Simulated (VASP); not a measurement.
## AgBr2: relaxation of cell and atoms with PBE

Crystal: AgBr2.

```
Ag Br
1.0
     3.97626    0.00000    0.00000
     0.00000    3.97626    0.00000
     0.00000    0.00000    6.25803
Ag Br
1 2
Direct
  0.00000 0.00000 0.00000
  0.50000 0.00000 0.26752
  0.00000 0.50000 0.73248
```

| Property | Result |
| --- | --- |
| Program | VASP 6.6.1 |
| Task | relaxation of cell and atoms |
| Functional | PBE |
| Potentials or basis | VASP PAW PBE potentials, release 64 (Ag, Br) |
| Cutoff | 600 eV |
| k mesh | 12 × 12 × 8 |
| Occupations | fermi-dirac, width 0.15 eV |
| Spin | no spin polarisation |
| Dipole correction | no |
| Further INCAR settings | ALGO = Normal; EDIFF = 1e-07; IBRION = 2; EDIFFG = -0.001; NSW = 80; ISIF = 3 |

```
Relaxed volume                        : 33.33 Å³/atom
Relaxed cell                          : a = 4.013 Å, b = 4.013 Å, c = 6.208 Å, α = 90.00°, β = 90.00°, γ = 90.00°
Space group after relaxing (to 0.1 Å) : P-4m2 (No. 115)
Energy gained by relaxing             : 0.4 meV/atom
Ionic steps                           : 20
Pressure after relaxing               : 0.0 GPa
Band gap on the k mesh                : zero (an odd number of electrons rules out a gap without spin polarisation)
```

Step by step:
| step | energy change (eV) | largest force (eV/Å) | pressure (GPa) | volume (Å³) |
| --- | --- | --- | --- | --- |
| 1 | 0.0000 | 0.0506 | 0.29 | 98.94 |
| 2 | -0.0009 | 0.0050 | 0.02 | 99.80 |
| 3 | -0.0009 | 0.0079 | 0.00 | 99.85 |
| 4 | -0.0009 | 0.0068 | 0.01 | 99.83 |
| 5 | -0.0010 | 0.0059 | 0.01 | 99.87 |
| 6 | -0.0011 | 0.0034 | 0.01 | 99.98 |
| 7 | -0.0012 | 0.0013 | 0.00 | 100.21 |
| 8 | -0.0011 | 0.0098 | 0.00 | 100.66 |
| 9 | -0.0012 | 0.0038 | 0.00 | 100.35 |
| 10 | -0.0012 | 0.0035 | 0.00 | 100.33 |
| 11 | -0.0012 | 0.0025 | 0.00 | 100.32 |
| 12 | -0.0012 | 0.0009 | -0.02 | 100.28 |
| 13 | -0.0012 | 0.0073 | -0.04 | 100.20 |
| 14 | -0.0012 | 0.0037 | -0.03 | 100.24 |
| 15 | -0.0012 | 0.0038 | -0.03 | 100.24 |
| 16 | -0.0012 | 0.0033 | -0.03 | 100.22 |
| 17 | -0.0012 | 0.0027 | -0.02 | 100.17 |
| 18 | -0.0012 | 0.0015 | -0.01 | 100.09 |
| 19 | -0.0012 | 0.0007 | 0.01 | 99.92 |
| 20 | -0.0012 | 0.0001 | 0.00 | 99.98 |

Final structure:
```cif
data_structure
_symmetry_space_group_name_H-M 'P 1'
_symmetry_Int_Tables_number 1
_cell_length_a 4.0130
_cell_length_b 4.0130
_cell_length_c 6.2084
_cell_angle_alpha 90.000
_cell_angle_beta 90.000
_cell_angle_gamma 90.000
_cell_volume 99.98
loop_
_atom_site_label
_atom_site_type_symbol
_atom_site_fract_x
_atom_site_fract_y
_atom_site_fract_z
_atom_site_occupancy
Ag1 Ag 0.00000 0.00000 0.00000 1
Br1 Br 0.50000 0.00000 0.26839 1
Br2 Br 0.00000 0.50000 0.73161 1
```

Levels at points of the mesh, in eV from the Fermi level:
```tsv
k point	band 9	band 10	band 11	band 12	band 13	band 14	band 15	band 16
(0.00, 0.00, 0.00)	-1.10	-1.10	0.00	0.31	0.31	3.14	5.97	7.91
(0.50, 0.00, 0.00)	-1.95	-0.94	-0.91	-0.30	-0.11	5.38	7.03	7.77
(0.50, 0.50, 0.00)	-1.48	-1.22	-1.20	-1.01	-1.01	5.37	5.79	5.79
(0.00, 0.00, 0.50)	-0.87	-0.87	-0.66	0.04	0.04	4.55	5.70	8.48
(0.50, 0.00, 0.50)	-2.57	-0.38	-0.32	-0.30	-0.08	4.48	6.29	8.59
(0.50, 0.50, 0.50)	-1.82	-1.74	-1.17	-1.17	-0.80	6.37	6.95	6.95
```

It took 26 min on 1 thread of Intel(R) Xeon(R) Platinum 8488C (Sapphire Rapids), with other jobs on the host, peak memory 0.44 GiB.

Caveat: this functional lacks dispersion, which binds the layers, so the pressure and a relaxed spacing across them are unreliable; an odd number of electrons without spin polarisation forces a metal; a magnetic or distorted state may lie lower.
